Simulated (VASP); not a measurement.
# Au (P6_3/mmc) in VASP: relaxation of cell and atoms with PBE

Aim: the relaxation of cell and atoms of Au with PBE.

Program: VASP 6.6.1. These are calculated values, not measurements. Logs are shortened: lines on timing, memory, paths and dates and some standing lists are left out, and cuts for length are marked.

**1. The cell of the first run**

The structure is hexagonal, space group P6_3/mmc (No. 194). The conventional cell has a = 2.944 Å, b = 2.944 Å, c = 9.568 Å, α = 90.00°, β = 90.00°, γ = 120.00°. Within 3.9 Å of Au (site symmetry -3m) lie 12 Au at 2.93 to 2.94 Å. Au (site symmetry -6m2) has 12 Au at 2.93 to 2.94 Å within 3.9 Å.

This isn't the form of Au at room conditions, which is fcc.

**2. Relaxation of cell and atoms, PBE**

INCAR

```
SYSTEM = Au
PREC = Accurate
ENCUT = 600
EDIFF = 1E-6
ISMEAR = -1
SIGMA = 0.1
LREAL = .False.
LASPH = .True.
NELM = 60
ALGO = Normal
ISIF = 3
LWAVE = .False.
LCHARG = .False.
GGA = PE
IBRION = 2
NSW = 60
EDIFFG = -0.005
```

KPOINTS

```
regular mesh
0
Gamma
  12 12 4
  0 0 0
```

POSCAR

```
Au
1.0
    2.9439313372      0.0000000000      0.0000000000
   -1.4719656686      2.5495193250      0.0000000000
    0.0000000000      0.0000000000      9.5677768459
Au
4
Direct
    0.0000000000      0.0000000000      0.0000000000
    0.0000000000      0.0000000000      0.5000000000
    0.3333333333      0.6666666667      0.2500000000
    0.6666666667      0.3333333333      0.7500000000
```

Potentials or basis: VASP PAW PBE potentials, release 64 (Au).

Run with:

```bash
$ cat potpaw_PBE.64/Au/POTCAR > POTCAR
$ mpirun -np 1 vasp_std > vasp.out
```

OUTCAR:

```text
SYSTEM = Au
   PREC = Accurate
   ENCUT = 600
   EDIFF = 1E-6
   ISMEAR = -1
   LREAL = .False.
   LASPH = .True.
   NELM = 60
   ISIF = 3
   GGA = PE
   IBRION = 2
   NSW = 60
   EDIFFG = -0.005

 ion  position               nearest neighbor table
   1  0.000  0.000  0.000-   3 2.93   4 2.93   3 2.93   4 2.93   4 2.93   3 2.93
   2  0.000  0.000  0.500-   3 2.93   4 2.93   3 2.93   4 2.93   4 2.93   3 2.93
   3  0.333  0.667  0.250-   1 2.93   2 2.93   1 2.93   2 2.93   1 2.93   2 2.93
   4  0.667  0.333  0.750-   1 2.93   2 2.93   1 2.93   2 2.93   1 2.93   2 2.93

  LATTYP: Found a hexagonal cell.
 ALAT       =     2.9439313372
 C/A-ratio  =     3.2500000000

  Lattice vectors:

 A1 = (   2.9439313372,   0.0000000000,   0.0000000000)
 A2 = (  -1.4719656686,   2.5495193250,   0.0000000000)
 A3 = (   0.0000000000,   0.0000000000,   9.5677768459)

Analysis of symmetry for initial positions (statically):
=====================================================================
 Subroutine PRICEL returns:
 Original cell was already a primitive cell.

 Routine SETGRP: Setting up the symmetry group for a
 hexagonal supercell.

 Subroutine GETGRP returns: Found 24 space group operations
 (whereof 12 operations were pure point group operations)
 out of a pool of 24 trial point group operations.

The static configuration has the point symmetry D_3d.
 The point group associated with its full space group is D_6h.

Analysis of symmetry for dynamics (positions and initial velocities):
=====================================================================
 Subroutine PRICEL returns:
 Original cell was already a primitive cell.

 Routine SETGRP: Setting up the symmetry group for a
 hexagonal supercell.

 Subroutine GETGRP returns: Found 24 space group operations
 (whereof 12 operations were pure point group operations)
 out of a pool of 24 trial point group operations.

The dynamic configuration has the point symmetry D_3d.
 The point group associated with its full space group is D_6h.

 Subroutine INISYM returns: Found 24 space group operations
 (whereof 12 operations are pure point group operations),
 and found     1 'primitive' translations

----------------------------------------------------------------------------------------

                                     Primitive cell

  volume of cell :      71.8120

  direct lattice vectors                    reciprocal lattice vectors
     2.943931337  0.000000000  0.000000000     0.339681835  0.196115399  0.000000000
    -1.471965669  2.549519325  0.000000000     0.000000000  0.392230798  0.000000000
     0.000000000  0.000000000  9.567776846     0.000000000  0.000000000  0.104517488

  length of vectors
     2.943931337  2.943931337  9.567776846     0.392230798  0.392230798  0.104517488

  position of ions in fractional coordinates (direct lattice)
     0.000000000  0.000000000  0.000000000
     0.000000000  0.000000000  0.500000000
     0.333333333  0.666666667  0.250000000
     0.666666667  0.333333333  0.750000000

  ion indices of the primitive-cell ions
   primitive index   ion index
                 1           1
                 2           2
                 3           3
                 4           4

----------------------------------------------------------------------------------------

 KPOINTS: regular mesh

Automatic generation of k-mesh.
 Grid dimensions read from file:
 generate k-points for:   12   12    4

 Generating k-lattice:

  Cartesian coordinates                     Fractional coordinates (reciprocal lattice)
     0.028306820  0.016342950  0.000000000     0.083333333  0.000000000  0.000000000
     0.000000000  0.032685900  0.000000000     0.000000000  0.083333333  0.000000000
     0.000000000  0.000000000  0.026129372     0.000000000  0.000000000  0.250000000

  Length of vectors
     0.032685900  0.032685900  0.026129372

  Shift w.r.t. Gamma in fractional coordinates (k-lattice)
     0.000000000  0.000000000  0.000000000

 Subroutine IBZKPT returns following result:
 ===========================================

 Found     57 irreducible k-points:

 Following reciprocal coordinates:
            Coordinates               Weight
  0.000000  0.000000  0.000000      1.000000
  0.083333  0.000000  0.000000      6.000000
  0.166667  0.000000  0.000000      6.000000
  0.250000  0.000000  0.000000      6.000000
  0.333333  0.000000  0.000000      6.000000
  0.416667  0.000000  0.000000      6.000000
[... 16 lines left out ...]
  0.250000  0.000000  0.250000     12.000000
  0.333333  0.000000  0.250000     12.000000
 [... further k-points ...]
   k-points           NKPTS =     57   k-points in BZ     NKDIM =     57   number of bands    NBANDS=     26
   number of dos      NEDOS =    301   number of ions     NIONS =      4
   total plane-waves  NPLWV =  46080
   dimension x,y,z NGX =    24 NGY =   24 NGZ =   80
   dimension x,y,z NGXF=    48 NGYF=   48 NGZF=  160
   ions per type =               4
   NGX,Y,Z   is equivalent  to a cutoff of  13.55, 13.55, 13.90 a.u.
   NGXF,Y,Z  is equivalent  to a cutoff of  27.11, 27.11, 27.80 a.u.
 SYSTEM =  Au
   PREC   = accura    normal or accurate (medium, high low for compatibility)
   ISTART =      0    job   : 0-new  1-cont  2-samecut
   ICHARG =      2    charge: 1-file 2-atom 10-const
   ISPIN  =      1    spin polarized calculation?
   LNONCOLLINEAR =      F non collinear calculations
   LSORBIT =      F    spin-orbit coupling
   LASPH  =      T    aspherical Exc in radial PAW
   ENCUT  =  600.0 eV  44.10 Ry    6.64 a.u.   5.88  5.88 19.11*2*pi/ulx,y,z
   NELM   =     60;   NELMIN=  2; NELMDL= -5     # of ELM steps
   EDIFF  = 0.1E-05   stopping-criterion for ELM
   LREAL  =      F    real-space projection
   EDIFFG = -.5E-02   stopping-criterion for IOM
   NSW    =     60    number of steps for IOM
   IBRION =      2    ionic relax: 0-MD 1-quasi-New 2-CG
   NFREE  =      1    steps in history (QN), initial steepest desc. (CG)
   ISIF   =      3    stress and relaxation
   ISYM   =      2    0-nonsym 1-usesym 2-fastsym
   POTIM  = 0.5000    time-step for ionic-motion
   TEBEG  =    0.0;   TEEND  =   0.0 temperature during run
   PSTRESS=    0.0 pullay stress
   NELECT =      44.0000    total number of electrons
   NUPDOWN=      -1.0000    fix difference up-down
   EMIN   =  10.00;   EMAX   =-10.00  energy-range for DOS
   EFERMI =   0.00;   METHOD = LEGACY
   ISMEAR =    -1;   SIGMA  =   0.10  broadening in eV -4-tet -1-fermi 0-gaus
   EFERMI_NEDOS =   21; number of points for ismear=-14 and -15
   IALGO  =     38    algorithm
   IMIX   =      4    mixing-type and parameters
     AMIX     =   0.40;   BMIX     =  1.00
     AMIX_MAG =   1.60;   BMIX_MAG =  1.00
  volume/ion in A,a.u.               =      17.95       121.15
  Fermi-wavevector in a.u.,A,eV,Ry     =   1.390465  2.627598 26.305406  1.933393
  Thomas-Fermi vector in A             =   2.514397
   LORBIT       =      0    0 simple, 1 ext, 2 COOP (PROOUT), +10 PAW based schemes
   GGA     = PE    functional components
   LHFCALC =     F    Hartree Fock is set to
   AEXX    =    0.0000 exact exchange contribution
   IVDW    =     0    specifies the selected vdW correction
   LEPSILON=     F    determine dielectric tensor
   LRPA    =     F    only Hartree local field effects (RPA)
 conjugate gradient relaxation of ions
 non-spin polarized calculation
  energy-cutoff  :      600.00
  volume of cell :       71.81
 maximum number of plane-waves:      2418
 NGX is ok and might be reduce to    24
   NGX = 11   NGY = 11   NGZ = 39

--------------------------------------- Ionic step        1  -------------------------------------------

 number of electron      43.9999999 magnetization

 Free energy of the ion-electron system (eV)
  ---------------------------------------------------
  ext. energy  EPLUGINS =         0.00000000
  ---------------------------------------------------
  free energy    TOTEN  =       -12.87664897 eV

  energy without entropy =      -12.83592013  energy(sigma->0) =      -12.85628455

------------------------ aborting loop because EDIFF is reached ----------------------------------------

  FORCE on cell =-STRESS in cart. coord.  units (eV):
  Direction    XX          YY          ZZ          XY          YZ          ZX
  --------------------------------------------------------------------------------------
  -------------------------------------------------------------------------------------
  Total        0.0527545      0.0527545      0.1840699      0.0000000      0.0000000      0.0000000
  in kB        1.1769912      1.1769912      4.1067325      0.0000000      0.0000000      0.0000000
  external PRESSURE =       2.1535717 kB  Pullay stress =       0.0000000 kB
[... 95 lines left out ...]
  FREE ENERGIE OF THE ION-ELECTRON SYSTEM (eV)
  ---------------------------------------------------
  free  energy   TOTEN  =       -12.8767761887 eV

  energy  without entropy=      -12.8359161542  energy(sigma->0) =      -12.85634617

[... ionic steps 4 to 8 ...]

--------------------------------------- Ionic step        9  -------------------------------------------

 number of electron      44.0000000 magnetization

------------------------ aborting loop because EDIFF is reached ----------------------------------------

  FORCE on cell =-STRESS in cart. coord.  units (eV):
  Direction    XX          YY          ZZ          XY          YZ          ZX
  --------------------------------------------------------------------------------------
  -------------------------------------------------------------------------------------
  Total       -0.0216498     -0.0216498     -0.0234209      0.0000000      0.0000000      0.0000000
  in kB       -0.4821495     -0.4821495     -0.5215933      0.0000000      0.0000000      0.0000000
  external PRESSURE =      -0.4952974 kB  Pullay stress =       0.0000000 kB
[... 61 lines left out ...]
  energy  without entropy=      -12.8354839770  energy(sigma->0) =      -12.85619117

--------------------------------------- Ionic step       11  -------------------------------------------

 number of electron      44.0000000 magnetization

 Free energy of the ion-electron system (eV)
  ---------------------------------------------------
  ext. energy  EPLUGINS =         0.00000000
  ---------------------------------------------------
  free energy    TOTEN  =       -12.87690619 eV

  energy without entropy =      -12.83547726  energy(sigma->0) =      -12.85619172

 E-fermi :   8.5663     XC(G=0): -12.3975

 val. band max:        8.5431012399   @ k =   0.4167   0.0833   0.5000
 cond. band min:       8.7032896607   @ k =   0.2500   0.0000   0.5000
 fundamental gap:      0.1601884207
 Fermi energy:         8.5662999717

 k-point     1 :       0.0000    0.0000    0.0000
  band No.  band energies     occupation
      1      -0.6960      2.00000
      2       1.0282      2.00000
      3       1.0372      2.00000
      4       1.7685      2.00000
      5       4.0917      2.00000
      6       4.1036      2.00000
[... 685 lines left out ...]
     25      14.0464      0.00000
     26      15.2330      0.00000

 [... further k-points ...]

------------------------ aborting loop because EDIFF is reached ----------------------------------------

  FORCE on cell =-STRESS in cart. coord.  units (eV):
  Direction    XX          YY          ZZ          XY          YZ          ZX
  --------------------------------------------------------------------------------------
  -------------------------------------------------------------------------------------
  Total       -0.0048511     -0.0048511     -0.0013862      0.0000000      0.0000000      0.0000000
  in kB       -0.1080735     -0.1080735     -0.0308824      0.0000000      0.0000000      0.0000000
  external PRESSURE =      -0.0823431 kB  Pullay stress =       0.0000000 kB
[... 19 lines left out ...]
  FREE ENERGIE OF THE ION-ELECTRON SYSTEM (eV)
  ---------------------------------------------------
  free  energy   TOTEN  =       -12.8769061932 eV

  energy  without entropy=      -12.8354772556  energy(sigma->0) =      -12.85619172

 reached required accuracy - stopping structural energy minimisation
```

It took 9.7 min on 1 thread of Intel Xeon 8259CL, shared host; peak memory 0.28 GiB.

What came out:

| Item | Value |
| --- | --- |
| Free energy | -12.8769 eV |
| Relaxed volume | 17.98 Å³/atom |
| Relaxed cell | a = 2.941 Å, b = 2.941 Å, c = 9.600 Å, α = 90.00°, β = 90.00°, γ = 120.00° |
| Space group after relaxing (to 0.1 Å) | P6_3/mmc (No. 194) |
| Energy gained by relaxing | 0.1 meV/atom |
| Ionic steps | 11 |
| Pressure after relaxing | 0.0 GPa |
| Band gap on the k mesh | zero (bands 22 and 23 overlap by 4.86 eV) |

The path:
| step | energy change (eV) | largest force (eV/Å) | pressure (GPa) | volume (Å³) |
| --- | --- | --- | --- | --- |
| 1 | 0.0000 | 0.0000 | 0.22 | 71.81 |
| 2 | 0.0000 | 0.0000 | -0.31 | 72.06 |
| 3 | -0.0001 | 0.0000 | -0.04 | 71.95 |
| 4 | -0.0001 | 0.0000 | -0.08 | 71.96 |
| 5 | -0.0002 | 0.0000 | -0.06 | 71.95 |
| 6 | -0.0002 | 0.0000 | -0.06 | 71.95 |
| 7 | -0.0002 | 0.0000 | -0.01 | 71.93 |
| 8 | -0.0003 | 0.0000 | -0.04 | 71.94 |
| 9 | -0.0003 | 0.0000 | -0.05 | 71.94 |
| 10 | -0.0002 | 0.0000 | 0.08 | 71.88 |
| 11 | -0.0003 | 0.0000 | -0.01 | 71.92 |

Final structure:
```xyz
4
Lattice="2.9411 0.0000 0.0000 -1.4706 2.5471 0.0000 0.0000 0.0000 9.6000" Properties=species:S:1:pos:R:3 pbc="T T T"
Au    0.0000    0.0000    0.0000
Au    0.0000    0.0000    4.8000
Au    0.0000    1.6981    2.4000
Au    1.4706    0.8490    7.2000
```

Caveat: spin-orbit coupling is left out, which moves the levels of the heavy elements.
